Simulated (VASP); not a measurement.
# B (P6_3/mmc) in VASP: further runs, part 2 of 2

VASP 6.6.1. Earlier steps stand in the parts before.

**3. Single point, LDA (volume scaled by 1.12)**

File INCAR:

```
ALGO = Normal ; EDIFF = 1E-6
ENCUT = 520 ; ISIF = 2
ISMEAR = -1 ; LASPH = T
LCHARG = F ; LREAL = F
LWAVE = F ; NBANDS = 10
NELM = 100 ; PREC = Accurate
SIGMA = 0.1
```

File KPOINTS:

```
k-points
0
Gamma
  24 24 5
```

File POSCAR:

```
B
1.0
    1.7615419960      0.0000000000      0.0000000000
   -0.8807709980      1.5255401184      0.0000000000
    0.0000000000      0.0000000000      7.2011064011
B
2
Direct
    0.3333333333      0.6666666667      0.2500000000
    0.6666666667      0.3333333333      0.7500000000
```

Potentials or basis: VASP PAW LDA potentials, release 64 (B).

The run is started by

```
cat potpaw_LDA.64/B/POTCAR > POTCAR
mpirun -np 1 vasp_std > vasp.out
```

OUTCAR:

```text
EDIFF = 1E-6
   ENCUT = 520
   ISIF = 2
   ISMEAR = -1
   LASPH = T
   LREAL = F
   NELM = 100
   PREC = Accurate

 ion  position               nearest neighbor table
   1  0.333  0.667  0.250-
   2  0.667  0.333  0.750-

  LATTYP: Found a hexagonal cell.
 ALAT       =     1.7615419960
 C/A-ratio  =     4.0879561302

  Lattice vectors:

 A1 = (   1.7615419960,   0.0000000000,   0.0000000000)
 A2 = (  -0.8807709980,   1.5255401184,   0.0000000000)
 A3 = (   0.0000000000,   0.0000000000,   7.2011064011)

Analysis of symmetry for initial positions (statically):
=====================================================================
 Subroutine PRICEL returns:
 Original cell was already a primitive cell.

 Routine SETGRP: Setting up the symmetry group for a
 hexagonal supercell.

 Subroutine GETGRP returns: Found 24 space group operations
 (whereof 12 operations were pure point group operations)
 out of a pool of 24 trial point group operations.

The static configuration has the point symmetry D_3d.
 The point group associated with its full space group is D_6h.

Analysis of symmetry for dynamics (positions and initial velocities):
=====================================================================
 Subroutine PRICEL returns:
 Original cell was already a primitive cell.

 Routine SETGRP: Setting up the symmetry group for a
 hexagonal supercell.

 Subroutine GETGRP returns: Found 24 space group operations
 (whereof 12 operations were pure point group operations)
 out of a pool of 24 trial point group operations.

The dynamic configuration has the point symmetry D_3d.
 The point group associated with its full space group is D_6h.

 Subroutine INISYM returns: Found 24 space group operations
 (whereof 12 operations are pure point group operations),
 and found     1 'primitive' translations

----------------------------------------------------------------------------------------

                                     Primitive cell

  volume of cell :      19.3516

  direct lattice vectors                    reciprocal lattice vectors
     1.761541996  0.000000000  0.000000000     0.567684450  0.327752770  0.000000000
    -0.880770998  1.525540118  0.000000000     0.000000000  0.655505541  0.000000000
     0.000000000  0.000000000  7.201106401     0.000000000  0.000000000  0.138867550

  length of vectors
     1.761541996  1.761541996  7.201106401     0.655505541  0.655505541  0.138867550

  position of ions in fractional coordinates (direct lattice)
     0.333333333  0.666666667  0.250000000
     0.666666667  0.333333333  0.750000000

  ion indices of the primitive-cell ions
   primitive index   ion index
                 1           1
                 2           2

----------------------------------------------------------------------------------------

 KPOINTS: k-points

Automatic generation of k-mesh.
 Grid dimensions read from file:
 generate k-points for:   24   24    5

 Generating k-lattice:

  Cartesian coordinates                     Fractional coordinates (reciprocal lattice)
     0.023653519  0.013656365  0.000000000     0.041666667  0.000000000  0.000000000
     0.000000000  0.027312731  0.000000000     0.000000000  0.041666667  0.000000000
     0.000000000  0.000000000  0.027773510     0.000000000  0.000000000  0.200000000

  Length of vectors
     0.027312731  0.027312731  0.027773510

  Shift w.r.t. Gamma in fractional coordinates (k-lattice)
     0.000000000  0.000000000  0.000000000

 Subroutine IBZKPT returns following result:
 ===========================================

 Found    183 irreducible k-points:

 Following reciprocal coordinates:
            Coordinates               Weight
  0.000000  0.000000  0.000000      1.000000
  0.041667  0.000000  0.000000      6.000000
  0.083333  0.000000  0.000000      6.000000
  0.125000  0.000000  0.000000      6.000000
  0.166667  0.000000  0.000000      6.000000
  0.208333  0.000000  0.000000      6.000000
[... 16 lines left out ...]
  0.416667  0.041667  0.000000     12.000000
  0.458333  0.041667  0.000000     12.000000
 [... further k-points ...]
   k-points           NKPTS =    183   k-points in BZ     NKDIM =    183   number of bands    NBANDS=     10
   number of dos      NEDOS =    301   number of ions     NIONS =      2
   total plane-waves  NPLWV =  10584
   dimension x,y,z NGX =    14 NGY =   14 NGZ =   54
   dimension x,y,z NGXF=    28 NGYF=   28 NGZF=  108
   ions per type =               2
   NGX,Y,Z   is equivalent  to a cutoff of  13.21, 13.21, 12.47 a.u.
   NGXF,Y,Z  is equivalent  to a cutoff of  26.43, 26.43, 24.93 a.u.
 SYSTEM =  unknown system
   PREC   = accura    normal or accurate (medium, high low for compatibility)
   ISTART =      0    job   : 0-new  1-cont  2-samecut
   ICHARG =      2    charge: 1-file 2-atom 10-const
   ISPIN  =      1    spin polarized calculation?
   LNONCOLLINEAR =      F non collinear calculations
   LSORBIT =      F    spin-orbit coupling
   LASPH  =      T    aspherical Exc in radial PAW
   ENCUT  =  520.0 eV  38.22 Ry    6.18 a.u.   3.28  3.28 13.39*2*pi/ulx,y,z
   NELM   =    100;   NELMIN=  2; NELMDL= -5     # of ELM steps
   EDIFF  = 0.1E-05   stopping-criterion for ELM
   LREAL  =      F    real-space projection
   EDIFFG = 0.1E-04   stopping-criterion for IOM
   NSW    =      0    number of steps for IOM
   IBRION =     -1    ionic relax: 0-MD 1-quasi-New 2-CG
   NFREE  =      0    steps in history (QN), initial steepest desc. (CG)
   ISIF   =      2    stress and relaxation
   ISYM   =      2    0-nonsym 1-usesym 2-fastsym
   POTIM  = 0.5000    time-step for ionic-motion
   TEBEG  =    0.0;   TEEND  =   0.0 temperature during run
   PSTRESS=    0.0 pullay stress
   NELECT =       6.0000    total number of electrons
   NUPDOWN=      -1.0000    fix difference up-down
   EMIN   =  10.00;   EMAX   =-10.00  energy-range for DOS
   EFERMI =   0.00;   METHOD = LEGACY
   ISMEAR =    -1;   SIGMA  =   0.10  broadening in eV -4-tet -1-fermi 0-gaus
   EFERMI_NEDOS =   21; number of points for ismear=-14 and -15
   IALGO  =     38    algorithm
   IMIX   =      4    mixing-type and parameters
     AMIX     =   0.40;   BMIX     =  1.00
     AMIX_MAG =   1.60;   BMIX_MAG =  1.00
  volume/ion in A,a.u.               =       9.68        65.30
  Fermi-wavevector in a.u.,A,eV,Ry     =   1.108035  2.093882 16.704424  1.227741
  Thomas-Fermi vector in A             =   2.244556
   LORBIT       =      0    0 simple, 1 ext, 2 COOP (PROOUT), +10 PAW based schemes
   GGA     = CA    functional components
   LHFCALC =     F    Hartree Fock is set to
   AEXX    =    0.0000 exact exchange contribution
   IVDW    =     0    specifies the selected vdW correction
   LEPSILON=     F    determine dielectric tensor
   LRPA    =     F    only Hartree local field effects (RPA)
 non-spin polarized calculation
  energy-cutoff  :      520.00
  volume of cell :       19.35
 maximum number of plane-waves:       542
 NGX is ok and might be reduce to    14
   NGX =  7   NGY =  7   NGZ = 27

 number of electron       6.0000000 magnetization

 Free energy of the ion-electron system (eV)
  ---------------------------------------------------
  ext. energy  EPLUGINS =         0.00000000
  ---------------------------------------------------
  free energy    TOTEN  =       -13.37068843 eV

  energy without entropy =      -13.35258772  energy(sigma->0) =      -13.36163807

 E-fermi :   4.8726     XC(G=0): -10.2040

 val. band max:        4.8664422217   @ k =   0.3750   0.2083   0.4000
 cond. band min:       4.8936852601   @ k =   0.3750   0.2083   0.4000
 fundamental gap:      0.0272430384
 Fermi energy:         4.8726338994

 k-point     1 :       0.0000    0.0000    0.0000
  band No.  band energies     occupation
      1     -11.4399      2.00000
      2     -11.0542      2.00000
      3      -3.2175      2.00000
      4      -1.0390      2.00000
      5       7.4301      0.00000
      6      14.3137      0.00000
      7      19.4466      0.00000
      8      27.1520      0.00000
      9      27.1529      0.00000
     10      27.1572      0.00000
[... 287 lines left out ...]
 k-point    24 :       0.4583    0.0417    0.0000
  band No.  band energies     occupation
      1      -3.3968      2.00000
      2      -3.3359      2.00000
      3       5.7846      0.00022
      4       6.0236      0.00002
      5       9.5365      0.00000
      6      10.3452      0.00000
      7      16.7806      0.00000
      8      18.5277      0.00000
      9      18.8337      0.00000
     10      18.9131      0.00000

 [... further k-points ...]
[... 5 lines left out ...]
  --------------------------------------------------------------------------------------
  -------------------------------------------------------------------------------------
  Total       -3.3383310     -3.3383310     -0.1521486      0.0000000      0.0000000      0.0000000
  in kB     -276.3911426   -276.3911426    -12.5968745      0.0000000      0.0000000      0.0000000
  external PRESSURE =    -188.4597199 kB  Pullay stress =       0.0000000 kB

 VOLUME and BASIS-vectors are now :
 -----------------------------------------------------------------------------
  energy-cutoff  :      520.00
  volume of cell :       19.35
      direct lattice vectors                 reciprocal lattice vectors
     1.761541996  0.000000000  0.000000000     0.567684450  0.327752770  0.000000000
    -0.880770998  1.525540118  0.000000000     0.000000000  0.655505541  0.000000000
     0.000000000  0.000000000  7.201106401     0.000000000  0.000000000  0.138867550

 POSITION                                       TOTAL-FORCE (eV/Angst)
 -----------------------------------------------------------------------------------
     -0.00000      1.01703      1.80028        -0.000000      0.000000      0.000000
      0.88077      0.50851      5.40083         0.000000     -0.000000      0.000000
 -----------------------------------------------------------------------------------
    total drift:                               -0.000000      0.000000     -0.000000

  FREE ENERGIE OF THE ION-ELECTRON SYSTEM (eV)
  ---------------------------------------------------
  free  energy   TOTEN  =       -13.3706884261 eV

  energy  without entropy=      -13.3525877213  energy(sigma->0) =      -13.36163807
```

stdout:

```text
POSCAR found type information on POSCAR B
 POSCAR found :  1 types and       2 ions
 scaLAPACK will be used
 LDA part: xc-table for (Slater(with rela. corr.)+CA(PZ))
 , standard interpolation
 POSCAR, INCAR and KPOINTS ok, starting setup
 FFT: planning ... GRIDC
 FFT: planning ... GRID_SOFT
 FFT: planning ... GRID
 WAVECAR not read
 entering main loop
```

It took 12 s on 1 thread of Intel Xeon 6975P-C (Granite Rapids), shared host; peak memory 0.13 GiB.

Results:

* Free energy: -13.3707 eV
* Pressure: -18.8 GPa
* Band gap on the k mesh: zero (band 3 reaches 7.93 eV, above the bottom of band 4 at -1.92 eV)

Levels at points of the mesh, in eV from the Fermi level:
```tsv
k point	band 1	band 2	band 3	band 4	band 5	band 6	band 7	band 8
(0.00, 0.00, 0.00)	-16.31	-15.93	-8.09	-5.91	2.56	9.44	14.57	22.28
(0.50, 0.00, 0.00)	-8.26	-8.21	0.81	1.05	4.89	5.47	11.62	13.36
```

Caveat: the cell differs from its parent crystal (volume scaled by 1.12).

**4. Single point, LDA, non-collinear spin, zero start, spin-orbit coupling**

This run uses another cell than the first one, of 8.64 Å³/atom, 0.962 times its volume.

File INCAR:

```
SYSTEM = B
ALGO = Normal
EDIFF = 1E-6
ENCUT = 520
GGA = CA
GGA_COMPAT = .FALSE.
ISIF = 2
ISMEAR = -1
LASPH = .TRUE.
LCHARG = .FALSE.
LNONCOLLINEAR = .TRUE.
LORBIT = 11
LORBMOM = .TRUE.
LREAL = .FALSE.
LSORBIT = .TRUE.
LWAVE = .FALSE.
MAGMOM = 0 0 0 0 0 0
NBANDS = 18
NELM = 150
PREC = Accurate
SIGMA = 0.1
```

File KPOINTS:

```
k-points
0
G
  21 21 5
  0 0 0
```

File POSCAR:

```
B
1.0
    1.6962388030      0.0000000000      0.0000000000
   -0.8481194015      1.4689858943      0.0000000000
    0.0000000000      0.0000000000      6.9341498130
B
2
Direct
    0.3333333333      0.6666666667      0.2500000000
    0.6666666667      0.3333333333      0.7500000000
```

The run is started by

```
cat potpaw_LDA.64/B/POTCAR > POTCAR
mpirun -np 1 vasp_ncl > vasp.out
```

Run time: 45 s. Hardware: 1 thread of Intel Xeon 6975P-C (Granite Rapids), shared host; peak memory 0.18 GiB.

It converged, with:

* Free energy: -13.5017 eV
* Pressure: -0.7 GPa
* Net moment: 0.00 μB per cell
* Valence electrons inside the program's atomic spheres: B 2.12

Stress tensor (GPa, compression positive):
```
-0.90  0.00  0.00
 0.00 -0.90  0.00
 0.00  0.00 -0.38
```

Moments on the atoms (μB; x, y, z):
```
B   0.00 0.00 0.00
B   0.00 0.00 0.00
```

**5. The runs side by side**

| spin | cell | k mesh | gap on the mesh (eV) | pressure (GPa) |
| --- | --- | --- | --- | --- |
| off | a = 1.719, b = 1.719, c = 7.025 Å, angles 90.0, 90.0, 120.0°, 2 atoms | 24 × 24 × 5 | none | -7.7 |
| off | a = 1.762, b = 1.762, c = 7.201 Å, angles 90.0, 90.0, 120.0°, 2 atoms | 24 × 24 × 5 | none | -18.8 |
| non-collinear, zero start, SOC | a = 1.696, b = 1.696, c = 6.934 Å, angles 90.0, 90.0, 120.0°, 2 atoms | 21 × 21 × 5 | - | -0.7 |

Alike in all rows: task single point; level LDA; potentials or basis VASP PAW LDA potentials, release 64 (B); cutoff (eV) 520; smearing fermi-dirac 0.1 eV.

Absolute energies hang on the potentials; compare differences alone.
